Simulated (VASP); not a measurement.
Input of a VASP 6.6.1 run:

The input POSCAR:

```
LaNb
1.0
    0.0000000000      3.7962179300      0.0000000000
    3.7962179300      0.0000000000      0.0000000000
    1.8981094700      1.8981094700     -6.4228977300
La Nb
2 2
Direct
    0.4160000000      0.4160000000      0.1680000000
    0.1660000000      0.6660000000      0.6680000000
    0.0000000000      0.0000000000      0.0000000000
    0.7500000000      0.2500000000      0.5000000000
```

Contents of INCAR.step1:

```
SYSTEM = LaNb
  PREC = Accurate
  ENCUT = 520
  ISMEAR = -1
  SIGMA = 0.1
  LREAL = .FALSE.
  LASPH = .TRUE.
  NELM = 80
  NBANDS = 32
  GGA = PE
  ALGO = Normal
  EDIFF = 1E-4
  LWAVE = .TRUE.
  LCHARG = .FALSE.
```

Contents of INCAR.step2:

```
SYSTEM = LaNb
  PREC = Accurate
  ENCUT = 520
  EDIFF = 1E-7
  ISMEAR = -1
  SIGMA = 0.1
  LREAL = .FALSE.
  LASPH = .TRUE.
  NELM = 80
  ALGO = Normal
  ISIF = 2
  LWAVE = .FALSE.
  LCHARG = .FALSE.
  METAGGA = R2SCAN
  LMIXTAU = .TRUE.
  NBANDS = 32
  ISTART = 1
```

Contents of KPOINTS:

```
regular mesh
0
G
  5 5 5
  0 0 0
```

Potentials or basis: VASP PAW PBE potentials, release 64 (La, Nb_sv).

Run with:

```console
$ cat potpaw_PBE.64/La/POTCAR potpaw_PBE.64/Nb_sv/POTCAR > POTCAR
$ cp INCAR.step1 INCAR
$ mpirun -np 1 vasp_std > vasp.out
$ cp INCAR.step2 INCAR
$ mpirun -np 1 vasp_std > vasp.out
```

Q: Predict the band gap on the k mesh.

A: Zero (bands 24 and 25 overlap by 1.58 eV).

Q: Predict the largest force.

A: 0.090 eV/Å.

Stress tensor (GPa, compression positive):
```
11.86  0.00  0.00
 0.00 11.86  0.00
 0.00  0.00  2.07
```

Caveat: the stress differs along the axes, from 2 to 12 GPa; the PAW data sets were made with another functional, which shifts forces and pressure a little; spin-orbit coupling is left out, which moves the levels of the heavy elements.
